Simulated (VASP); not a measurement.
# BP (F-43m) in VASP: further runs

BP is run at these levels: HF; tasks: single point.

All numbers are computed with VASP 6.6.1; they aren't measurements. Logs are shortened: lines on timing, memory, paths and dates and some standing lists are left out, and cuts for length are marked.

**1. The cell of the first run**

It takes space group F-43m (No. 216, cubic). The conventional cell has a = 4.445 Å, b = 4.445 Å, c = 4.445 Å, α = 90.00°, β = 90.00°, γ = 90.00°. Within 2.6 Å of P (site symmetry -43m) lie 4 B at 1.92 Å. Within 2.6 Å of B (site symmetry -43m) lie 4 P at 1.92 Å.

**2. Single point, HF**

POSCAR

```
BP
1.0
    0.0000000000      2.2226808807      2.2226808807
    2.2226808807      0.0000000000      2.2226808807
    2.2226808807      2.2226808807      0.0000000000
P B
1 1
Direct
    0.7500000000      0.7500000000      0.7500000000
    0.0000000000      0.0000000000      0.0000000000
```

INCAR.step1

```
SYSTEM = BP
ALGO = Normal ; EDIFF = 1E-5
ENCUT = 520 ; GGA = PE
ISIF = 2 ; ISMEAR = -1
LASPH = .TRUE. ; LREAL = .FALSE.
LWAVE = .TRUE. ; NBANDS = 11
NELM = 80 ; PREC = Accurate
SIGMA = 0.05
```

INCAR.step2

```
SYSTEM = BP
AEXX = 1.0 ; AGGAC = 0.0
ALDAC = 0.0 ; ALGO = Normal
EDIFF = 1E-6 ; ENCUT = 520
GGA = PE ; ISIF = 2
ISMEAR = -1 ; ISTART = 1
LASPH = .TRUE. ; LCHARG = .TRUE.
LELF = .TRUE. ; LHFCALC = .TRUE.
LREAL = .FALSE. ; LVHAR = .TRUE.
LWAVE = .FALSE. ; NBANDS = 11
NELM = 80 ; PREC = Accurate
PRECFOCK = Normal ; SIGMA = 0.05
```

KPOINTS

```
k-points
0
G
  5 5 5
  0 0 0
```

Potentials or basis: VASP PAW PBE potentials, release 64 (P, B).

The run is started by

```
> cat potpaw_PBE.64/P/POTCAR potpaw_PBE.64/B/POTCAR > POTCAR
> cp INCAR.step1 INCAR
> mpirun -np 1 vasp_std > vasp.out
> cp INCAR.step2 INCAR
> mpirun -np 1 vasp_std > vasp.out
```

OUTCAR:

```text
SYSTEM = BP
   AEXX = 1.0
   EDIFF = 1E-6
   ENCUT = 520
   GGA = PE
   ISIF = 2
   ISMEAR = -1
   ISTART = 1
   LASPH = .TRUE.
   LHFCALC = .TRUE.
   LREAL = .FALSE.
   NELM = 80
   PREC = Accurate
   PRECFOCK = Normal

 ion  position               nearest neighbor table
   1  0.750  0.750  0.750-   2 1.92   2 1.92   2 1.92   2 1.92
   2  0.000  0.000  0.000-   1 1.92   1 1.92   1 1.92   1 1.92

  LATTYP: Found a face centered cubic cell.
 ALAT       =     4.4453617614

  Lattice vectors:

 A1 = (   0.0000000000,   2.2226808807,   2.2226808807)
 A2 = (   2.2226808807,   0.0000000000,   2.2226808807)
 A3 = (   2.2226808807,   2.2226808807,   0.0000000000)

Analysis of symmetry for initial positions (statically):
=====================================================================
 Subroutine PRICEL returns:
 Original cell was already a primitive cell.

 Routine SETGRP: Setting up the symmetry group for a
 face centered cubic supercell.

 Subroutine GETGRP returns: Found 24 space group operations
 (whereof 24 operations were pure point group operations)
 out of a pool of 48 trial point group operations.

The static configuration has the point symmetry T_d .

Analysis of symmetry for dynamics (positions and initial velocities):
=====================================================================
 Subroutine PRICEL returns:
 Original cell was already a primitive cell.

 Routine SETGRP: Setting up the symmetry group for a
 face centered cubic supercell.

 Subroutine GETGRP returns: Found 24 space group operations
 (whereof 24 operations were pure point group operations)
 out of a pool of 48 trial point group operations.

The dynamic configuration has the point symmetry T_d .

 Subroutine INISYM returns: Found 24 space group operations
 (whereof 24 operations are pure point group operations),
 and found     1 'primitive' translations

----------------------------------------------------------------------------------------

                                     Primitive cell

  volume of cell :      21.9615

  direct lattice vectors                    reciprocal lattice vectors
     0.000000000  2.222680881  2.222680881    -0.224953570  0.224953570  0.224953570
     2.222680881  0.000000000  2.222680881     0.224953570 -0.224953570  0.224953570
     2.222680881  2.222680881  0.000000000     0.224953570  0.224953570 -0.224953570

  length of vectors
     3.143345446  3.143345446  3.143345446     0.389631013  0.389631013  0.389631013

  position of ions in fractional coordinates (direct lattice)
     0.750000000  0.750000000  0.750000000
     0.000000000  0.000000000  0.000000000

  ion indices of the primitive-cell ions
   primitive index   ion index
                 1           1
                 2           2

----------------------------------------------------------------------------------------

 KPOINTS: k-points

Automatic generation of k-mesh.
 Grid dimensions read from file:
 generate k-points for:    5    5    5

 Generating k-lattice:

  Cartesian coordinates                     Fractional coordinates (reciprocal lattice)
    -0.044990714  0.044990714  0.044990714     0.200000000  0.000000000  0.000000000
     0.044990714 -0.044990714  0.044990714     0.000000000  0.200000000  0.000000000
     0.044990714  0.044990714 -0.044990714     0.000000000  0.000000000  0.200000000

  Length of vectors
     0.077926203  0.077926203  0.077926203

  Shift w.r.t. Gamma in fractional coordinates (k-lattice)
     0.000000000  0.000000000  0.000000000

 Subroutine IBZKPT returns following result:
 ===========================================

 Found     10 irreducible k-points:

 Following reciprocal coordinates:
            Coordinates               Weight
  0.000000  0.000000  0.000000      1.000000
  0.200000  0.000000  0.000000      8.000000
  0.400000  0.000000  0.000000      8.000000
  0.200000  0.200000  0.000000      6.000000
  0.400000  0.200000  0.000000     24.000000
 -0.400000  0.200000  0.000000     24.000000
 -0.200000  0.200000  0.000000     12.000000
  0.400000  0.400000  0.000000      6.000000
 -0.400000  0.400000  0.000000     12.000000
 -0.400000  0.400000  0.200000     24.000000
   k-points           NKPTS =     10   k-points in BZ     NKDIM =    125   number of bands    NBANDS=     11
   number of dos      NEDOS =    301   number of ions     NIONS =      2
   total plane-waves  NPLWV =  13824
   dimension x,y,z NGX =    24 NGY =   24 NGZ =   24
   dimension x,y,z NGXF=    48 NGYF=   48 NGZF=   48
   ions per type =               1   1
   NGX,Y,Z   is equivalent  to a cutoff of  12.69, 12.69, 12.69 a.u.
   NGXF,Y,Z  is equivalent  to a cutoff of  25.39, 25.39, 25.39 a.u.
 SYSTEM =  BP
   PREC   = accura    normal or accurate (medium, high low for compatibility)
   ISTART =      1    job   : 0-new  1-cont  2-samecut
   ICHARG =      0    charge: 1-file 2-atom 10-const
   ISPIN  =      1    spin polarized calculation?
   LNONCOLLINEAR =      F non collinear calculations
   LSORBIT =      F    spin-orbit coupling
   LASPH  =      T    aspherical Exc in radial PAW
   ENCUT  =  520.0 eV  38.22 Ry    6.18 a.u.   5.84  5.84  5.84*2*pi/ulx,y,z
   NELM   =     80;   NELMIN=  2; NELMDL=  0     # of ELM steps
   EDIFF  = 0.1E-05   stopping-criterion for ELM
   LREAL  =      F    real-space projection
   EDIFFG = 0.1E-04   stopping-criterion for IOM
   NSW    =      0    number of steps for IOM
   IBRION =     -1    ionic relax: 0-MD 1-quasi-New 2-CG
   NFREE  =      0    steps in history (QN), initial steepest desc. (CG)
   ISIF   =      2    stress and relaxation
   ISYM   =      3    0-nonsym 1-usesym 2-fastsym
   POTIM  = 0.5000    time-step for ionic-motion
   TEBEG  =    0.0;   TEEND  =   0.0 temperature during run
   PSTRESS=    0.0 pullay stress
   NELECT =       8.0000    total number of electrons
   NUPDOWN=      -1.0000    fix difference up-down
   EMIN   =  10.00;   EMAX   =-10.00  energy-range for DOS
   EFERMI =   0.00;   METHOD = LEGACY
   ISMEAR =    -1;   SIGMA  =   0.05  broadening in eV -4-tet -1-fermi 0-gaus
   EFERMI_NEDOS =   21; number of points for ismear=-14 and -15
   IALGO  =     38    algorithm
   IMIX   =      1    mixing-type and parameters
     AMIX     =   0.40;   BMIX     =  1.00
     AMIX_MAG =   1.60;   BMIX_MAG =  1.00
  volume/ion in A,a.u.               =      10.98        74.10
  Fermi-wavevector in a.u.,A,eV,Ry     =   1.169188  2.209445 18.599175  1.367001
  Thomas-Fermi vector in A             =   2.305664
   LORBIT       =      0    0 simple, 1 ext, 2 COOP (PROOUT), +10 PAW based schemes
   GGA     = PE    functional components
   LHFCALC =     T    Hartree Fock is set to
   PRECFOCK=normal    Normal, Fast or Accurate (Low or Medium for compatibility)
   ENCUT4O =  -1.0   cutoff for four orbital integrals eV
   NKREDX  =     1    reduce k-point grid by
   NKREDY  =     1    reduce k-point grid by
   NKREDZ  =     1    reduce k-point grid by
   AEXX    =    1.0000 exact exchange contribution
   HFSCREEN=    0.0000 screening length (either q_TF or 0.3 A-1)
   HFSCREENC=   0.0000 screening length for correlation (either q_TF or 0.3 A-1)
   ENCUTFOCK=  -1.0 apply spherical cutoff to Coloumb kernel
   IVDW    =     0    specifies the selected vdW correction
   LEPSILON=     F    determine dielectric tensor
   LRPA    =     F    only Hartree local field effects (RPA)
 non-spin polarized calculation
  energy-cutoff  :      520.00
  volume of cell :       21.96
 maximum number of plane-waves:       609
  NGX = 18; NGY = 18; NGZ = 18

 number of electron       8.0000000 magnetization

 Free energy of the ion-electron system (eV)
  ---------------------------------------------------
  ext. energy  EPLUGINS =         0.00000000
  ---------------------------------------------------
  free energy    TOTEN  =       -21.38853644 eV

  energy without entropy =      -21.38853644  energy(sigma->0) =      -21.38853644

 E-fermi :   6.9998     XC(G=0):   0.0000

 val. band max:        5.9383277055   @ k =   0.0000   0.0000   0.0000
 cond. band min:      13.9669158431   @ k =   0.4000   0.4000   0.0000
 fundamental gap:      8.0285881376
 Fermi energy:         6.9998324277

 k-point     1 :       0.0000    0.0000    0.0000
  band No.  band energies     occupation
      1     -16.3577      2.00000
      2       5.9383      2.00000
      3       5.9383      2.00000
      4       5.9383      2.00000
      5      17.0380      0.00000
      6      17.0380      0.00000
      7      17.0380      0.00000
      8      23.5438      0.00000
      9      26.4272      0.00000
     10      27.3069      0.00000
     11      27.3069      0.00000

 k-point     2 :       0.2000    0.0000    0.0000
  band No.  band energies     occupation
      1     -15.3289      2.00000
      2       1.0000      2.00000
      3       4.8499      2.00000
      4       4.8499      2.00000
      5      17.9052      0.00000
      6      18.5079      0.00000
      7      18.5079      0.00000
      8      25.0968      0.00000
      9      25.6324      0.00000
     10      25.6324      0.00000
     11      28.3528      0.00000

 k-point     3 :       0.4000    0.0000    0.0000
  band No.  band energies     occupation
      1     -12.5161      2.00000
      2      -5.5645      2.00000
      3       3.6531      2.00000
      4       3.6531      2.00000
      5      17.8669      0.00000
      6      18.6756      0.00000
      7      18.6756      0.00000
      8      25.2950      0.00000
      9      28.9423      0.00000
     10      28.9423      0.00000
     11      30.4449      0.00000
[... 71 lines left out ...]
 k-point     9 :      -0.4000    0.4000    0.0000
  band No.  band energies     occupation
      1      -8.9475      2.00000
      2      -6.3376      2.00000
      3      -2.1559      2.00000
      4       0.7066      2.00000
      5      14.8034      0.00000
      6      18.4122      0.00000
      7      26.8020      0.00000
      8      27.6804      0.00000
      9      28.9401      0.00000
     10      29.4222      0.00000
     11      36.1278      0.00000

 k-point    10 :      -0.4000    0.4000    0.2000
  band No.  band energies     occupation
      1     -10.0845      2.00000
      2      -4.9943      2.00000
      3      -1.8553      2.00000
      4       0.0928      2.00000
      5      18.2230      0.00000
      6      19.4970      0.00000
      7      21.7438      0.00000
      8      26.7020      0.00000
      9      27.5163      0.00000
     10      31.1710      0.00000
     11      35.6592      0.00000

------------------------ aborting loop because EDIFF is reached ----------------------------------------

  FORCE on cell =-STRESS in cart. coord.  units (eV):
  Direction    XX          YY          ZZ          XY          YZ          ZX
  --------------------------------------------------------------------------------------
  -------------------------------------------------------------------------------------
  Total        2.3148033      2.3148033      2.3148033      0.0000000      0.0000000      0.0000000
  in kB      168.8742114    168.8742114    168.8742114      0.0000000      0.0000000      0.0000000
  external PRESSURE =     168.8742114 kB  Pullay stress =       0.0000000 kB

 VOLUME and BASIS-vectors are now :
 -----------------------------------------------------------------------------
  energy-cutoff  :      520.00
  volume of cell :       21.96
      direct lattice vectors                 reciprocal lattice vectors
     0.000000000  2.222680881  2.222680881    -0.224953570  0.224953570  0.224953570
     2.222680881  0.000000000  2.222680881     0.224953570 -0.224953570  0.224953570
     2.222680881  2.222680881  0.000000000     0.224953570  0.224953570 -0.224953570

 POSITION                                       TOTAL-FORCE (eV/Angst)
 -----------------------------------------------------------------------------------
      3.33402      3.33402      3.33402        -0.000000     -0.000000     -0.000000
      0.00000      0.00000      0.00000         0.000000      0.000000      0.000000
 -----------------------------------------------------------------------------------
    total drift:                               -0.000000      0.000000     -0.000000

  FREE ENERGIE OF THE ION-ELECTRON SYSTEM (eV)
  ---------------------------------------------------
  free  energy   TOTEN  =       -21.3885364395 eV

  energy  without entropy=      -21.3885364395  energy(sigma->0) =      -21.38853644
```

Run time: 76 s. Hardware: 1 thread of Intel Xeon 6975P-C (Granite Rapids), shared host; peak memory 0.14 GiB.

Results:

```
Free energy            : -21.3885 eV
Pressure               : 16.9 GPa
Band gap on the k mesh : 8.03 eV (least direct gap 11.10 eV)
```

Caveat: the k points lie up to 0.49 Å⁻¹ apart; the PAW data sets were made with another functional, which shifts forces and pressure a little; an odd mesh through Γ misses points on the zone boundary, where band edges can lie.

**3. Single point, HF**

This run uses another cell than the first one, of 11.21 Å³/atom.

POSCAR

```
BP
1.0
    0.0000000000      2.2383340787      2.2383340787
    2.2383340787      0.0000000000      2.2383340787
    2.2383340787      2.2383340787      0.0000000000
P B
1 1
Direct
    0.7500000000      0.7500000000      0.7500000000
    0.0000000000      0.0000000000      0.0000000000
```

INCAR.step1

```
PREC = Accurate
ENCUT = 520
EDIFF = 1E-5
ISMEAR = -1
SIGMA = 0.05
LREAL = False
LASPH = True
NELM = 80
ALGO = Normal
ISIF = 2
LWAVE = True
LCHARG = False
NBANDS = 11
GGA = PE
```

INCAR.step2

```
PREC = Accurate
ENCUT = 520
EDIFF = 1E-7
ISMEAR = -1
SIGMA = 0.05
LREAL = False
LASPH = True
NELM = 80
ALGO = Normal
ISIF = 2
LWAVE = False
LCHARG = False
GGA = PE
LHFCALC = True
AEXX = 1.0
ALDAC = 0.0
AGGAC = 0.0
PRECFOCK = Normal
NBANDS = 11
ISTART = 1
```

KPOINTS

```
regular mesh
0
Gamma
  5 5 5
```

Potentials or basis: VASP PAW PBE potentials, release 64 (P, B).

The run is started by

```
> cat potpaw_PBE.64/P/POTCAR potpaw_PBE.64/B/POTCAR > POTCAR
> cp INCAR.step1 INCAR
> mpirun -np 1 vasp_std > vasp.out
> cp INCAR.step2 INCAR
> mpirun -np 1 vasp_std > vasp.out
```

OUTCAR:

```text
PREC = Accurate
   ENCUT = 520
   EDIFF = 1E-7
   ISMEAR = -1
   LREAL = False
   LASPH = True
   NELM = 80
   ISIF = 2
   GGA = PE
   LHFCALC = True
   AEXX = 1.0
   PRECFOCK = Normal
   ISTART = 1

 ion  position               nearest neighbor table
   1  0.750  0.750  0.750-   2 1.94   2 1.94   2 1.94   2 1.94
   2  0.000  0.000  0.000-   1 1.94   1 1.94   1 1.94   1 1.94

  LATTYP: Found a face centered cubic cell.
[... 319 lines left out ...]
     11      35.0431      0.00000

------------------------ aborting loop because EDIFF is reached ----------------------------------------

  FORCE on cell =-STRESS in cart. coord.  units (eV):
  Direction    XX          YY          ZZ          XY          YZ          ZX
  --------------------------------------------------------------------------------------
  -------------------------------------------------------------------------------------
  Total        1.7030851      1.7030851      1.7030851     -0.0000000     -0.0000000     -0.0000000
  in kB      121.6584315    121.6584315    121.6584315     -0.0000000     -0.0000000     -0.0000000
  external PRESSURE =     121.6584315 kB  Pullay stress =       0.0000000 kB

 VOLUME and BASIS-vectors are now :
 -----------------------------------------------------------------------------
  energy-cutoff  :      520.00
  volume of cell :       22.43
      direct lattice vectors                 reciprocal lattice vectors
     0.000000000  2.238334079  2.238334079    -0.223380417  0.223380417  0.223380417
     2.238334079  0.000000000  2.238334079     0.223380417 -0.223380417  0.223380417
     2.238334079  2.238334079  0.000000000     0.223380417  0.223380417 -0.223380417

 POSITION                                       TOTAL-FORCE (eV/Angst)
 -----------------------------------------------------------------------------------
      3.35750      3.35750      3.35750         0.000000      0.000000      0.000000
      0.00000      0.00000      0.00000        -0.000000     -0.000000     -0.000000
 -----------------------------------------------------------------------------------
    total drift:                               -0.000000      0.000000     -0.000000

  FREE ENERGIE OF THE ION-ELECTRON SYSTEM (eV)
  ---------------------------------------------------
  free  energy   TOTEN  =       -21.4311199202 eV

  energy  without entropy=      -21.4311199201  energy(sigma->0) =      -21.43111992
```

OUTCAR.step1:

```text
PREC = Accurate
   ENCUT = 520
   EDIFF = 1E-5
   ISMEAR = -1
   LREAL = False
[... 344 lines left out ...]
      3.35750      3.35750      3.35750        -0.000000     -0.000000      0.000000
      0.00000      0.00000      0.00000         0.000000      0.000000     -0.000000
 -----------------------------------------------------------------------------------
    total drift:                               -0.000000     -0.000000     -0.000000

  FREE ENERGIE OF THE ION-ELECTRON SYSTEM (eV)
  ---------------------------------------------------
  free  energy   TOTEN  =       -12.8493611583 eV

  energy  without entropy=      -12.8493604729  energy(sigma->0) =      -12.84936082
```

It took 93 s on 1 thread of Intel Xeon 6975P-C (Granite Rapids), shared host; peak memory 0.14 GiB.

What came out:

```
Free energy            : -21.4311 eV
Pressure               : 12.2 GPa
Band gap on the k mesh : 8.04 eV (least direct gap 11.05 eV)
```

Levels at points of the mesh, in eV from the valence-band top:
| k point | band 1 | band 2 | band 3 | band 4 | band 5 | band 6 | band 7 | band 8 |
| --- | --- | --- | --- | --- | --- | --- | --- | --- |
| (0.00, 0.00, 0.00) | -22.05 | 0.00 | 0.00 | 0.00 | 11.05 | 11.05 | 11.05 | 17.20 |

Caveat: the k points lie up to 0.49 Å⁻¹ apart; the PAW data sets were made with another functional, which shifts forces and pressure a little; an odd mesh through Γ misses points on the zone boundary, where band edges can lie.
